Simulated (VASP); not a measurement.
Write the native input for VASP 6.6.1 that does the following.

```
Task                   : single point
Functional             : PBE
Potentials or basis    : VASP PAW PBE potentials, release 64 (Al, In_d, N)
Cutoff                 : 520 eV
k mesh                 : 9 × 9 × 4
Occupations            : gaussian, width 0.01 eV
Spin                   : no spin polarisation
Dipole correction      : no
Further INCAR settings : ALGO = Normal; EDIFF = 1e-06; NBANDS = 26
```

The structure of Al2InN3 lies in POSCAR:

```
Al2InN3
1.0
    3.2866108853      0.0000000000      0.0000000000
   -1.6433054426      2.8462885190      0.0000000000
    0.0000000000      0.0000000000      8.1628776713
Al In N
2 1 3
Direct
    0.0000000000      0.0000000000     -0.0103618362
    0.6666666667      0.3333333333      0.6797713271
    0.3333333333      0.6666666667      0.3363810615
    0.6666666667      0.3333333333      0.9150980303
    0.3333333333      0.6666666667      0.6081832441
    0.0000000000      0.0000000000      0.2209281732
```

This cell differs from its parent crystal: volume changed by +3%.

One way to write it, as run:

INCAR

```
PREC = Accurate
ENCUT = 520
EDIFF = 1E-6
ISMEAR = 0
SIGMA = 0.01
LREAL = F
LASPH = T
NELM = 100
ALGO = Normal
ISIF = 2
LWAVE = F
LCHARG = T
GGA = PE
LELF = T
LVHAR = T
NBANDS = 26
```

KPOINTS

```
regular mesh
0
Gamma
  9 9 4
```

Potentials or basis: VASP PAW PBE potentials, release 64 (Al, In_d, N).

Launch:

```sh
$ cat potpaw_PBE.64/Al/POTCAR potpaw_PBE.64/In_d/POTCAR potpaw_PBE.64/N/POTCAR > POTCAR
$ mpirun -np 1 vasp_std > vasp.out
```

It gave:

The pressure is -4.7 GPa and the largest force is 0.155 eV/Å. The band gap on the k mesh is 0.96 eV, direct.

Caveat: spin-orbit coupling is left out, which moves the levels of the heavy elements.

Wall time 66 s on 1 thread of Intel Xeon 6975P-C, with other jobs on the host, peak memory 0.23 GiB.
